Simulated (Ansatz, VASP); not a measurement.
**Ga: VASP beside Ansatz**

File INCAR:

```
SYSTEM = Ga
PREC     = Accurate       ! precision mode
ENCUT    = 520            ! plane-wave cutoff, eV
EDIFF    = 1E-6           ! SCF threshold, eV
ISMEAR   = -1             ! smearing method
SIGMA    = 0.05           ! smearing width, eV
LREAL    = .False.        ! projectors in reciprocal space
LASPH    = .True.         ! aspherical terms in the spheres
NELM     = 80             ! most SCF steps
ALGO     = Normal         ! electronic algorithm
ISIF     = 2              ! what is computed and relaxed
LWAVE    = .False.        ! write WAVECAR
LCHARG   = .True.         ! write CHGCAR
GGA      = PS             ! functional
LELF     = .True.         ! ELF
LVHAR    = .True.       
NBANDS   = 20             ! bands
```

The input KPOINTS:

```
regular mesh
0
Gamma
  11 11 6
  0 0 0
```

The input POSCAR:

```
Ga
1.0
    3.0031658500      0.0000000000      0.0000000000
   -1.5015829250      2.6008179178      0.0000000000
    0.0000000000      0.0000000000      4.8651286769
Ga
2
Direct
    0.2933333333      0.6466666667      0.2200000000
    0.7066666667      0.3533333333      0.7800000000
```

Input for Ansatz:

```yaml
crystal:
  lattice:
    - [3.00316585, 0.0, 0.0]
    - [-1.501582925, 2.6008179178, 0.0]
    - [0.0, 0.0, 4.8651286769]
  atoms:
    - { symbol: Ga, position: [0.2933333333, 0.6466666667, 0.22] }
    - { symbol: Ga, position: [0.7066666667, 0.3533333333, 0.78] }
kpoints:
  mp_grid: { grid: [11, 11, 6] }
scf:
  occupations: { method: fermi_dirac, width: 0.05 }
hamiltonian:
  xc: pbesol
  pseudopotentials: { kind: all_electron, lapw: { basis_error: 0.001 } }
output:
  forces: true
  stress: true
  eigenvalues: true
  populations: true
```

Change from the starting cell: shortest bond scaled by 0.88, LAPW.

Alike in both runs: task single point; functional PBEsol; k mesh 11 × 11 × 6; occupations fermi-dirac, width 0.05 eV; no spin polarisation.

|  | VASP | Ansatz |
| --- | --- | --- |
| version | VASP 6.6.1 | Ansatz 0.2.0 |
| potentials or method | VASP PAW PBE potentials, release 64 (Ga_d), cutoff 520 eV | all-electron LAPW, scalar-relativistic |

|  | VASP | Ansatz | Ansatz less VASP |
| --- | --- | --- | --- |
| pressure (GPa) | -1.3 | -1.4 | -0.09 |
| traceless stress, the component that is largest in VASP (GPa) | 1.11 | 1.10 | -0.007 |
| rms of the force components (eV/Å) | 0.500 | 0.497 | -0.0025 |

VASP's potentials were made for PBE, not for PBEsol. Atom by atom the forces differ by 0.002 eV/Å (rms over components). Ansatz ran all-electron here, and VASP with PAW potentials.
